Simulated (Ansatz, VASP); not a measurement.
## HfB3: VASP beside Ansatz

```
Hf B
1.0
     2.78450    0.00000    0.00000
     0.00000    2.78450    0.00000
     0.00000    0.00000    5.02527
Hf B
1 3
Cartesian
  0.0000 0.0000 0.0000
  0.0000 0.0000 2.5126
  1.3923 1.3923 3.3279
  1.3923 1.3923 1.6973
```

Change from the starting cell: species swapped into the Mn3Fe type (Pmmm, No. 47).

Alike in both runs: functional PBE; k mesh 16 × 16 × 10; occupations gaussian, width 0.1 eV; no spin polarisation.

Ansatz relaxed the structure, and its values are those at the end. VASP's run is a single point on that final structure, the one shown.

|  | VASP | Ansatz |
| --- | --- | --- |
| version | VASP 6.6.1 | Ansatz 0.2.0 |
| potentials or method | VASP PAW PBE potentials, release 64 (Hf_pv, B), cutoff 520 eV | scalar-relativistic, plane waves, PAW |
| valence electrons in the cell | 19 | 35 |

VASP gave:

- gap on the k mesh at the Fermi level (eV): none
- pressure (GPa): -0.2
- rms of the force components (eV/Å): 0.008

Question: Which values does Ansatz return?

Answer: gap on the k mesh at the Fermi level (eV): none; pressure (GPa): 0.0; rms of the force components (eV/Å): 0.001.

A gap of «none» marks a metal or a gap that the smearing closes. The functional is the same, so the differences come from potentials, cutoffs and numerics. VASP's potentials hold 19 valence electrons a cell and Ansatz's 35, so a difference there can come from the potentials and not from the codes.

Neither program's run includes spin-orbit coupling.
